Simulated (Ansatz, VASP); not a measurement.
# InSb: VASP beside Ansatz

```
CELL_PARAMETERS angstrom
0.00000 3.26055 3.26055
3.26055 0.00000 3.26055
3.26055 3.26055 0.00000
ATOMIC_POSITIONS crystal
In 0.00000 0.00000 0.00000
Sb 0.75000 0.75000 0.75000
```

Change from the starting cell: volume scaled by 1.02.

Alike in both runs: task single point; functional PBE; k mesh 10 × 10 × 10; occupations fermi-dirac, width 0.03 eV; no spin polarisation.

```csv
,VASP,Ansatz
version,VASP 6.6.1,Ansatz 0.2.0
potentials or method,"VASP PAW PBE potentials, release 64 (In_d, Sb), cutoff 520 eV","all-electron LAPW, scalar-relativistic"
```

```tsv
	VASP	Ansatz	Ansatz less VASP
pressure (GPa)	2.1	2.2	+0.03
```

Ansatz ran all-electron here, and VASP with PAW potentials.

Neither program's run includes spin-orbit coupling.
